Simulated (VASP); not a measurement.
# LiCl (R3m) in VASP: further runs

The runs below take LiCl through single point, with PBE, r2SCAN.

Program: VASP 6.6.1. These are calculated values, not measurements. Logs are shortened: lines on timing, memory, paths and dates and some standing lists are left out, and cuts for length are marked.

### Step 1. The cell of the first run

The structure is trigonal, space group R3m (No. 160). The conventional cell has a = 4.056 Å, b = 4.056 Å, c = 9.128 Å, α = 90.00°, β = 90.00°, γ = 120.00°. Li (site symmetry 3m) has 4 Cl at 2.38 to 2.43 Å within 3.1 Å. Cl (site symmetry 3m) has 4 Li at 2.38 to 2.43 Å within 3.1 Å.

### Step 2. Single point, PBE (epitaxial 111 strain +5.0%)

The input, INCAR:

```
PREC = Accurate
ENCUT = 520
EDIFF = 1E-6
ISMEAR = -1
SIGMA = 0.02
LREAL = F
LASPH = T
NELM = 60
ALGO = Normal
ISIF = 2
LWAVE = F
LCHARG = F
GGA = PE
NBANDS = 12
```

The input, KPOINTS:

```
regular mesh
0
Gamma
  8 8 8
```

The input, POSCAR:

```
LiCl
1.0
   -0.1554463180      2.7128818349      2.7128818349
    2.7128818349     -0.1554463180      2.7128818349
    2.7128818349      2.7128818349     -0.1554463180
Li Cl
1 1
Direct
   -0.0052458618     -0.0052458618     -0.0052458618
    0.2552458618      0.2552458618      0.2552458618
```

Potentials or basis: VASP PAW PBE potentials, release 64 (Li_sv, Cl).

Launch:

```sh
$ cat potpaw_PBE.64/Li_sv/POTCAR potpaw_PBE.64/Cl/POTCAR > POTCAR
$ mpirun -np 1 vasp_std > vasp.out
```

OUTCAR:

```text
PREC = Accurate
   ENCUT = 520
   EDIFF = 1E-6
   ISMEAR = -1
   LREAL = F
   LASPH = T
   NELM = 60
   ISIF = 2
   GGA = PE

 ion  position               nearest neighbor table
   1  0.995  0.995  0.995-   2 2.38   2 2.43   2 2.43   2 2.43
   2  0.255  0.255  0.255-   1 2.38   1 2.43   1 2.43   1 2.43

  LATTYP: Found a trigonal (rhomboedric) cell.
 ALAT       =     3.8397420822
 COS(alpha) =     0.4419751183

  Lattice vectors:

 A1 = (  -0.1554463180,   2.7128818349,   2.7128818349)
 A2 = (   2.7128818349,  -0.1554463180,   2.7128818349)
 A3 = (   2.7128818349,   2.7128818349,  -0.1554463180)

Analysis of symmetry for initial positions (statically):
=====================================================================
 Subroutine PRICEL returns:
 Original cell was already a primitive cell.

 Routine SETGRP: Setting up the symmetry group for a
 trigonal (rhombohedral) supercell.

 Subroutine GETGRP returns: Found  6 space group operations
 (whereof  6 operations were pure point group operations)
 out of a pool of 12 trial point group operations.

The static configuration has the point symmetry C_3v.

Analysis of symmetry for dynamics (positions and initial velocities):
=====================================================================
 Subroutine PRICEL returns:
 Original cell was already a primitive cell.

 Routine SETGRP: Setting up the symmetry group for a
 trigonal (rhombohedral) supercell.

 Subroutine GETGRP returns: Found  6 space group operations
 (whereof  6 operations were pure point group operations)
 out of a pool of 12 trial point group operations.

The dynamic configuration has the point symmetry C_3v.

 Subroutine INISYM returns: Found  6 space group operations
 (whereof  6 operations are pure point group operations),
 and found     1 'primitive' translations

----------------------------------------------------------------------------------------

                                     Primitive cell

  volume of cell :      43.3605

  direct lattice vectors                    reciprocal lattice vectors
    -0.155446318  2.712881835  2.712881835    -0.169176131  0.179459013  0.179459013
     2.712881835 -0.155446318  2.712881835     0.179459013 -0.169176131  0.179459013
     2.712881835  2.712881835 -0.155446318     0.179459013  0.179459013 -0.169176131

  length of vectors
     3.839742082  3.839742082  3.839742082     0.305010882  0.305010882  0.305010882

  position of ions in fractional coordinates (direct lattice)
     0.994754138  0.994754138  0.994754138
     0.255245862  0.255245862  0.255245862

  ion indices of the primitive-cell ions
   primitive index   ion index
                 1           1
                 2           2

----------------------------------------------------------------------------------------

 KPOINTS: regular mesh

Automatic generation of k-mesh.
 Grid dimensions read from file:
 generate k-points for:    8    8    8

 Generating k-lattice:

  Cartesian coordinates                     Fractional coordinates (reciprocal lattice)
    -0.021147016  0.022432377  0.022432377     0.125000000  0.000000000  0.000000000
     0.022432377 -0.021147016  0.022432377     0.000000000  0.125000000  0.000000000
     0.022432377  0.022432377 -0.021147016     0.000000000  0.000000000  0.125000000

  Length of vectors
     0.038126360  0.038126360  0.038126360

  Shift w.r.t. Gamma in fractional coordinates (k-lattice)
     0.000000000  0.000000000  0.000000000

 Subroutine IBZKPT returns following result:
 ===========================================

 Found     65 irreducible k-points:

 Following reciprocal coordinates:
            Coordinates               Weight
  0.000000  0.000000  0.000000      1.000000
  0.125000  0.000000  0.000000      6.000000
  0.250000  0.000000  0.000000      6.000000
  0.375000  0.000000  0.000000      6.000000
  0.500000  0.000000  0.000000      3.000000
  0.125000  0.125000  0.000000      6.000000
[... 16 lines left out ...]
  0.250000  0.125000  0.125000      6.000000
  0.375000  0.125000  0.125000      6.000000
 [... further k-points ...]
   k-points           NKPTS =     65   k-points in BZ     NKDIM =     65   number of bands    NBANDS=     12
   number of dos      NEDOS =    301   number of ions     NIONS =      2
   total plane-waves  NPLWV =  27000
   dimension x,y,z NGX =    30 NGY =   30 NGZ =   30
   dimension x,y,z NGXF=    60 NGYF=   60 NGZF=   60
   ions per type =               1   1
   NGX,Y,Z   is equivalent  to a cutoff of  12.99, 12.99, 12.99 a.u.
   NGXF,Y,Z  is equivalent  to a cutoff of  25.98, 25.98, 25.98 a.u.
 SYSTEM =  unknown system
   PREC   = accura    normal or accurate (medium, high low for compatibility)
   ISTART =      0    job   : 0-new  1-cont  2-samecut
   ICHARG =      2    charge: 1-file 2-atom 10-const
   ISPIN  =      1    spin polarized calculation?
   LNONCOLLINEAR =      F non collinear calculations
   LSORBIT =      F    spin-orbit coupling
   LASPH  =      T    aspherical Exc in radial PAW
   ENCUT  =  520.0 eV  38.22 Ry    6.18 a.u.   7.14  7.14  7.14*2*pi/ulx,y,z
   NELM   =     60;   NELMIN=  2; NELMDL= -5     # of ELM steps
   EDIFF  = 0.1E-05   stopping-criterion for ELM
   LREAL  =      F    real-space projection
   EDIFFG = 0.1E-04   stopping-criterion for IOM
   NSW    =      0    number of steps for IOM
   IBRION =     -1    ionic relax: 0-MD 1-quasi-New 2-CG
   NFREE  =      0    steps in history (QN), initial steepest desc. (CG)
   ISIF   =      2    stress and relaxation
   ISYM   =      2    0-nonsym 1-usesym 2-fastsym
   POTIM  = 0.5000    time-step for ionic-motion
   TEBEG  =    0.0;   TEEND  =   0.0 temperature during run
   PSTRESS=    0.0 pullay stress
   NELECT =      10.0000    total number of electrons
   NUPDOWN=      -1.0000    fix difference up-down
   EMIN   =  10.00;   EMAX   =-10.00  energy-range for DOS
   EFERMI =   0.00;   METHOD = LEGACY
   ISMEAR =    -1;   SIGMA  =   0.02  broadening in eV -4-tet -1-fermi 0-gaus
   EFERMI_NEDOS =   21; number of points for ismear=-14 and -15
   IALGO  =     38    algorithm
   IMIX   =      4    mixing-type and parameters
     AMIX     =   0.40;   BMIX     =  1.00
     AMIX_MAG =   1.60;   BMIX_MAG =  1.00
  volume/ion in A,a.u.               =      21.68       146.31
  Fermi-wavevector in a.u.,A,eV,Ry     =   1.003945  1.897181 13.713394  1.007906
  Thomas-Fermi vector in A             =   2.136530
   LORBIT       =      0    0 simple, 1 ext, 2 COOP (PROOUT), +10 PAW based schemes
   GGA     = PE    functional components
   LHFCALC =     F    Hartree Fock is set to
   AEXX    =    0.0000 exact exchange contribution
   IVDW    =     0    specifies the selected vdW correction
   LEPSILON=     F    determine dielectric tensor
   LRPA    =     F    only Hartree local field effects (RPA)
 non-spin polarized calculation
  energy-cutoff  :      520.00
  volume of cell :       43.36
 maximum number of plane-waves:      1186
 NGX is ok and might be reduce to    30
   NGX = 15   NGY = 15   NGZ = 15

 number of electron      10.0000000 magnetization

 Free energy of the ion-electron system (eV)
  ---------------------------------------------------
  ext. energy  EPLUGINS =         0.00000000
  ---------------------------------------------------
  free energy    TOTEN  =        -7.40797438 eV

  energy without entropy =       -7.40797438  energy(sigma->0) =       -7.40797438

 E-fermi :  -0.8467     XC(G=0):  -7.4925

 val. band max:       -1.2766885192   @ k =   0.0000   0.0000   0.0000
 cond. band min:       4.3487485343   @ k =   0.0000   0.0000   0.0000
 fundamental gap:      5.6254370535
 Fermi energy:        -0.8466827842

 k-point     1 :       0.0000    0.0000    0.0000
  band No.  band energies     occupation
      1     -44.4787      2.00000
      2     -14.0677      2.00000
      3      -1.5357      2.00000
      4      -1.5357      2.00000
      5      -1.2767      2.00000
      6       4.3487      0.00000
      7       8.3454      0.00000
      8       8.3454      0.00000
      9       9.3374      0.00000
     10      12.9308      0.00000
     11      12.9308      0.00000
     12      15.8114      0.00000

 k-point     2 :       0.1250    0.0000    0.0000
  band No.  band energies     occupation
      1     -44.4786      2.00000
      2     -14.0347      2.00000
      3      -1.8430      2.00000
      4      -1.5647      2.00000
      5      -1.3427      2.00000
      6       4.7365      0.00000
      7       8.4810      0.00000
      8       8.5188      0.00000
      9       9.4043      0.00000
     10      12.3527      0.00000
     11      12.6109      0.00000
     12      14.9918      0.00000

 k-point     3 :       0.2500    0.0000    0.0000
  band No.  band energies     occupation
      1     -44.4782      2.00000
      2     -13.9527      2.00000
      3      -2.5171      2.00000
      4      -1.6320      2.00000
      5      -1.4480      2.00000
      6       5.5812      0.00000
      7       8.6861      0.00000
      8       8.8136      0.00000
      9       9.4623      0.00000
     10      11.9501      0.00000
     11      12.6444      0.00000
     12      14.4722      0.00000

 k-point     4 :       0.3750    0.0000    0.0000
  band No.  band energies     occupation
      1     -44.4778      2.00000
      2     -13.8672      2.00000
      3      -3.0953      2.00000
      4      -1.6959      2.00000
      5      -1.5407      2.00000
      6       6.3798      0.00000
      7       8.7430      0.00000
      8       8.8313      0.00000
      9       9.3626      0.00000
     10      12.6406      0.00000
     11      13.5890      0.00000
     12      14.4468      0.00000

 k-point     5 :       0.5000    0.0000    0.0000
  band No.  band energies     occupation
      1     -44.4777      2.00000
      2     -13.8307      2.00000
      3      -3.3150      2.00000
      4      -1.7214      2.00000
      5      -1.5773      2.00000
      6       6.7137      0.00000
      7       8.7364      0.00000
      8       8.7660      0.00000
      9       9.3022      0.00000
     10      13.6830      0.00000
     11      13.9682      0.00000
     12      14.9993      0.00000
[... 228 lines left out ...]
      1     -44.4772      2.00000
      2     -13.7245      2.00000
      3      -2.9797      2.00000
      4      -2.3699      2.00000
      5      -2.0331      2.00000
      6       5.1823      0.00000
      7       8.1185      0.00000
      8      11.3517      0.00000
      9      11.8459      0.00000
     10      12.2883      0.00000
     11      14.8267      0.00000
     12      14.8680      0.00000

 k-point    22 :       0.1250    0.1250    0.1250
  band No.  band energies     occupation
      1     -44.4784      2.00000
      2     -14.0216      2.00000
      3      -1.6466      2.00000
      4      -1.5926      2.00000
      5      -1.5926      2.00000
      6       4.7564      0.00000
      7       8.5378      0.00000
      8       8.5378      0.00000
      9       9.3291      0.00000
     10      12.2663      0.00000
     11      12.2663      0.00000
     12      14.7701      0.00000

 k-point    23 :       0.2500    0.1250    0.1250
  band No.  band energies     occupation
      1     -44.4782      2.00000
      2     -13.9657      2.00000
      3      -2.1565      2.00000
      4      -1.6573      2.00000
      5      -1.5837      2.00000
      6       5.2792      0.00000
      7       8.6702      0.00000
      8       8.7599      0.00000
      9       9.3761      0.00000
     10      11.2804      0.00000
     11      12.5880      0.00000
     12      15.2719      0.00000

 k-point    24 :       0.3750    0.1250    0.1250
  band No.  band energies     occupation
      1     -44.4779      2.00000
      2     -13.8815      2.00000
      3      -2.7687      2.00000
      4      -1.7582      2.00000
      5      -1.6514      2.00000
      6       6.1319      0.00000
      7       8.5209      0.00000
      8       9.0858      0.00000
      9       9.3325      0.00000
     10      11.1013      0.00000
     11      13.5440      0.00000
     12      15.4817      0.00000

 [... further k-points ...]
[... 5 lines left out ...]
  --------------------------------------------------------------------------------------
  -------------------------------------------------------------------------------------
  Total       -0.2342509     -0.2342509     -0.2342509      0.1844384      0.1844384      0.1844384
  in kB       -8.6556038     -8.6556038     -8.6556038      6.8150251      6.8150251      6.8150251
  external PRESSURE =      -8.6556038 kB  Pullay stress =       0.0000000 kB

 VOLUME and BASIS-vectors are now :
 -----------------------------------------------------------------------------
  energy-cutoff  :      520.00
  volume of cell :       43.36
      direct lattice vectors                 reciprocal lattice vectors
    -0.155446318  2.712881835  2.712881835    -0.169176131  0.179459013  0.179459013
     2.712881835 -0.155446318  2.712881835     0.179459013 -0.169176131  0.179459013
     2.712881835  2.712881835 -0.155446318     0.179459013  0.179459013 -0.169176131

 POSITION                                       TOTAL-FORCE (eV/Angst)
 -----------------------------------------------------------------------------------
      5.24267      5.24267      5.24267         0.001358      0.001358      0.001358
      1.34523      1.34523      1.34523        -0.001358     -0.001358     -0.001358
 -----------------------------------------------------------------------------------
    total drift:                               -0.000181     -0.000181     -0.000180

  FREE ENERGIE OF THE ION-ELECTRON SYSTEM (eV)
  ---------------------------------------------------
  free  energy   TOTEN  =        -7.4079743786 eV

  energy  without entropy=       -7.4079743786  energy(sigma->0) =       -7.40797438
```

Wall time 15 s (1 thread of Intel Xeon 6975P-C (Granite Rapids), shared host); peak memory 0.17 GiB.

What came out:

```yaml
Free_energy: -7.4080 eV
Band_gap_on_the_k_mesh: 5.63 eV, direct
```

Forces in eV/Å, atoms in the order of the input:
```
Li   0.001  0.001  0.001
Cl  -0.001 -0.001 -0.001
```

Caveat: the cell differs from its parent crystal (epitaxial 111 strain +5.0%); the cutoff is under 1.25 times the usual one of these potentials, so pressure, stress and relaxed cells hold a basis-set (Pulay) error. A k mesh can miss the band edges.

### Step 3. Single point, r2SCAN (epitaxial 111 strain +5.0%)

POSCAR is that of step 2.

The input, INCAR.step1:

```
PREC     = Accurate       # precision mode
ENCUT    = 520            # plane-wave cutoff, eV
ISMEAR   = 0              # smearing method
SIGMA    = 0.01           # smearing width, eV
LREAL    = F              # projectors in reciprocal space
LASPH    = T              # aspherical terms in the spheres
NELM     = 80             # most SCF steps
NBANDS   = 12             # bands
GGA      = PE             # functional
ALGO     = Normal         # electronic algorithm
EDIFF    = 1E-4           # SCF threshold, eV
LWAVE    = T              # write WAVECAR
LCHARG   = F              # write CHGCAR
```

The input, INCAR.step2:

```
PREC     = Accurate       # precision mode
ENCUT    = 520            # plane-wave cutoff, eV
EDIFF    = 1E-7           # SCF threshold, eV
ISMEAR   = 0              # smearing method
SIGMA    = 0.01           # smearing width, eV
LREAL    = F              # projectors in reciprocal space
LASPH    = T              # aspherical terms in the spheres
NELM     = 80             # most SCF steps
ALGO     = Normal         # electronic algorithm
ISIF     = 2              # what is computed and relaxed
LWAVE    = F              # write WAVECAR
LCHARG   = F              # write CHGCAR
METAGGA  = R2SCAN         # meta-GGA
LMIXTAU  = T            
NBANDS   = 12             # bands
ISTART   = 1
```

The input, KPOINTS:

```
Automatic mesh
0
Gamma
  8 8 8
```

Potentials or basis: VASP PAW PBE potentials, release 64 (Li_sv, Cl).

Launch:

```sh
$ cat potpaw_PBE.64/Li_sv/POTCAR potpaw_PBE.64/Cl/POTCAR > POTCAR
$ cp INCAR.step1 INCAR
$ mpirun -np 1 vasp_std > vasp.out
$ cp INCAR.step2 INCAR
$ mpirun -np 1 vasp_std > vasp.out
```

Wall time 79 s (1 thread of Intel Xeon 6975P-C (Granite Rapids), shared host); peak memory 0.17 GiB.

The run converged. Its results:

```yaml
Free_energy: -12.5463 eV
Largest_force: 0.008 eV/Å
Band_gap_on_the_k_mesh: 6.31 eV, direct
```

Forces on the atoms (eV/Å):
```
Li  -0.005 -0.005 -0.005
Cl   0.005  0.005  0.005
```

Levels at points of the mesh, in eV from the valence-band top:
| k point | band 1 | band 2 | band 3 | band 4 | band 5 | band 6 | band 7 | band 8 | band 9 | band 10 |
| --- | --- | --- | --- | --- | --- | --- | --- | --- | --- | --- |
| (0.00, 0.00, 0.00) | -44.49 | -13.36 | -0.27 | -0.27 | 0.00 | 6.31 | 10.47 | 10.47 | 11.53 | 14.99 |
| (0.50, 0.00, 0.00) | -44.49 | -13.12 | -2.06 | -0.45 | -0.30 | 8.80 | 10.73 | 10.82 | 11.38 | 15.88 |
| (0.50, 0.50, 0.00) | -44.48 | -13.01 | -1.71 | -1.11 | -0.77 | 6.99 | 10.16 | 13.75 | 14.25 | 14.72 |
| (0.50, 0.50, 0.50) | -44.48 | -13.02 | -2.05 | -0.63 | -0.63 | 8.82 | 10.41 | 10.41 | 11.04 | 16.99 |

Caveat: the cell differs from its parent crystal (epitaxial 111 strain +5.0%); the cutoff is under 1.25 times the usual one of these potentials, so pressure, stress and relaxed cells hold a basis-set (Pulay) error; the PAW data sets were made with another functional, which shifts forces and pressure a little.
